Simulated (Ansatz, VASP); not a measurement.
BeSe: VASP beside Ansatz

```xyz
2
Lattice="0.0000 2.5616 2.5616 2.5616 0.0000 2.5616 2.5616 2.5616 0.0000" Properties=species:S:1:pos:R:3 pbc="T T T"
Be    0.0000    0.0000    0.0000
Se    1.2808    1.2808    1.2808
```

Alike in both runs: task single point; functional PBE; dispersion D4; k mesh 8 × 8 × 8; occupations gaussian, width 0.02 eV; no spin polarisation.

```csv
,VASP,Ansatz
version,VASP 6.6.1,Ansatz 0.2.0
potentials or method,"VASP PAW PBE potentials, release 64 (Be, Se), cutoff 600 eV","scalar-relativistic, plane waves, PAW"
valence electrons in the cell,8,18
```

```csv
,VASP,Ansatz,Ansatz less VASP
gap on the k mesh at the Fermi level (eV),2.59,2.61,+0.012
least direct gap on the mesh (eV),4.46,4.46,+0.001
pressure (GPa),0.2,0.0,-0.20
```

VASP's potentials hold 8 valence electrons a cell and Ansatz's 18, so a difference there can come from the potentials and not from the codes.
